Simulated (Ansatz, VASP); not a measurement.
# One calculation of Al, two programs

The input INCAR:

```
SYSTEM = Al
PREC = Accurate ; ENCUT = 520
EDIFF = 1E-6 ; ISMEAR = 0
SIGMA = 0.15 ; LREAL = .FALSE.
LASPH = .TRUE. ; NELM = 100
ALGO = Fast ; ISIF = 2
LWAVE = .FALSE. ; LCHARG = .FALSE.
GGA = PS ; NBANDS = 10
```

KPOINTS

```
Automatic mesh
0
G
  18 18 10
  0 0 0
```

The input POSCAR:

```
Al
1.0
    2.9295000000      0.0000000000      0.0000000000
   -1.4647500000      2.5370214204      0.0000000000
    0.0000000000      0.0000000000      4.2672000000
Al
2
Direct
    0.6666666667      0.3333333333      0.7500000000
    0.3333333333      0.6666666667      0.2500000000
```

Input for Ansatz:

```yaml
crystal:
  lattice:
    - [2.9295, 0.0, 0.0]
    - [-1.46475, 2.5370214204, 0.0]
    - [0.0, 0.0, 4.2672]
  atoms:
    - { symbol: Al, position: [0.6666666667, 0.3333333333, 0.75] }
    - { symbol: Al, position: [0.3333333333, 0.6666666667, 0.25] }
basis:
  ecutwfc: 420
kpoints:
  mp_grid: { grid: [18, 18, 10] }
hamiltonian:
  xc: pbesol
  pseudopotentials: { kind: paw, azcp: { folder: soft_1 } }
scf:
  occupations: { method: gaussian, width: 0.15 }
output:
  forces: true
  stress: true
  eigenvalues: true
```

Alike in both runs: task single point; functional PBEsol; k mesh 18 × 18 × 10; occupations gaussian, width 0.15 eV; no spin polarisation.

|  | VASP | Ansatz |
| --- | --- | --- |
| version | VASP 6.6.1 | Ansatz 0.2.0 |
| potentials or method | VASP PAW PBE potentials, release 64 (Al), cutoff 520 eV | scalar-relativistic, plane waves, PAW |
| valence electrons in the cell | 6 | 6 |

Ansatz gave:

```
gap on the k mesh at the Fermi level (eV)                     : none
pressure (GPa)                                                : 3.7
traceless stress, the component that is largest in VASP (GPa) : 5.95
```

Which values does VASP return?

gap on the k mesh at the Fermi level (eV): none; pressure (GPa): 3.8; traceless stress, the component that is largest in VASP (GPa): 6.00.

VASP's potentials were made for PBE, not for PBEsol, and Ansatz warns of the same on its side. A gap of «none» marks a metal or a gap that the smearing closes.
